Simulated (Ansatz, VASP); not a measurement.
**Cr in VASP and in Ansatz**

```
CELL_PARAMETERS angstrom
-1.48445 1.48445 1.48445
1.48445 -1.48445 1.48445
1.48445 1.48445 -1.48445
ATOMIC_POSITIONS crystal
Cr 0.00000 0.00000 0.00000
```

Alike in both runs: task single point; functional PBEsol; k mesh 10 × 10 × 10; occupations fermi-dirac, width 0.05 eV; collinear spin; fixed moment 3 μB.

```csv
,VASP,Ansatz
version,VASP 6.6.1,Ansatz 0.2.0
potentials or method,"VASP PAW PBE potentials, release 64 (Cr_sv)",Ansatz PAW
plane-wave cutoff (eV),600,420
valence electrons in the cell,14,14
```

```tsv
	VASP	Ansatz	Ansatz less VASP
pressure (GPa)	14.9	17.2	+2.27
net moment per atom (μB)	3.00	3.00	0.000
size of the moment on the site where the two differ most (μB)	2.47	2.65	+0.179
```

VASP's potentials were made for PBE, not for PBEsol. Site moments also hang on the region over which each program counts them. The functional is the same, so the differences come from potentials, cutoffs and numerics.
